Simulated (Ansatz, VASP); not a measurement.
Two plane-wave programs on Ir

```xyz
2
Lattice="1.4238 2.4660 0.0000 -1.4238 2.4660 0.0000 0.0000 0.0000 4.5053" Properties=species:S:1:pos:R:3 pbc="T T T"
Ir    0.0000    1.6440    1.1263
Ir    0.0000    3.2880    3.3790
```

Alike in both runs: task single point; functional r2SCAN; k mesh 13 × 13 × 8; occupations gaussian, width 0.0345 eV; no spin polarisation.

```csv
,VASP,Ansatz
version,VASP 6.6.1,Ansatz 0.2.0
potentials or method,"VASP PAW PBE potentials, release 64 (Ir), cutoff 520 eV",PAW plane waves
valence electrons in the cell,18,34
```

```csv
,VASP,Ansatz,Ansatz less VASP
pressure (GPa),-27.8,-29.3,-1.49
"traceless stress, the component that is largest in VASP (GPa)",2.89,2.78,-0.108
```

VASP's potentials were made for PBE, not for r2SCAN. With one functional, cell and mesh, what is left measures potentials, basis and numerics. VASP's potentials hold 18 valence electrons a cell and Ansatz's 34, so a difference there can come from the potentials and not from the codes. Ansatz's warnings: structure snapped to symmetry.

Neither program's run includes spin-orbit coupling.
